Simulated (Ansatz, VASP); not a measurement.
# As: VASP beside Ansatz

POSCAR

```
As
1.0
    2.6225712921      0.0000000000      0.0000000000
    0.0000000000      2.6225712921      0.0000000000
    0.0000000000      0.0000000000      2.6225712921
As
1
Direct
    0.5000000000      0.5000000000      0.5000000000
```

File INCAR.step1:

```
SYSTEM = As
ALGO = Normal
EDIFF = 1E-4
ENCUT = 520
GGA = PE
ISMEAR = 0
LASPH = .True.
LCHARG = .False.
LREAL = .False.
LWAVE = .True.
NBANDS = 8
NELM = 80
PREC = Accurate
SIGMA = 0.15
```

The input INCAR.step2:

```
SYSTEM = As
ALGO = Normal
EDIFF = 1E-7
ENCUT = 520
ISIF = 2
ISMEAR = 0
ISTART = 1
LASPH = .True.
LCHARG = .False.
LMIXTAU = .True.
LREAL = .False.
LWAVE = .False.
METAGGA = R2SCAN
NBANDS = 8
NELM = 80
PREC = Accurate
SIGMA = 0.15
```

File KPOINTS:

```
k-points
0
Gamma
  18 18 18
  0 0 0
```

Input for Ansatz:

```yaml
crystal:
  lattice:
    - [2.6225712921, 0.0, 0.0]
    - [0.0, 2.6225712921, 0.0]
    - [0.0, 0.0, 2.6225712921]
  atoms:
    - { symbol: As, position: [0.5, 0.5, 0.5] }
basis:
  ecutwfc: 500
kpoints:
  mp_grid: { grid: [18, 18, 18] }
hamiltonian:
  xc: r2scan
scf:
  occupations: { method: gaussian, width: 0.15 }
output:
  forces: true
  stress: true
  eigenvalues: true
```

Change from the starting cell: strain -0.030 along x and y, -0.030 along z, atoms carried along.

Alike in both runs: task single point; functional r2SCAN; k mesh 18 × 18 × 18; occupations gaussian, width 0.15 eV; no spin polarisation.

```csv
,VASP,Ansatz
version,VASP 6.6.1,Ansatz 0.2.0
potentials or method,"VASP PAW PBE potentials, release 64 (As), cutoff 520 eV","scalar-relativistic, plane waves, PAW"
valence electrons in the cell,5,15
```

|  | VASP | Ansatz | Ansatz less VASP |
| --- | --- | --- | --- |
| gap on the k mesh at the Fermi level (eV) | none | none | - |
| pressure (GPa) | 10.3 | 10.3 | -0.09 |

VASP's potentials were made for PBE, not for r2SCAN. A gap of «none» marks a metal or a gap that the smearing closes. VASP's potentials hold 5 valence electrons a cell and Ansatz's 15, so a difference there can come from the potentials and not from the codes.
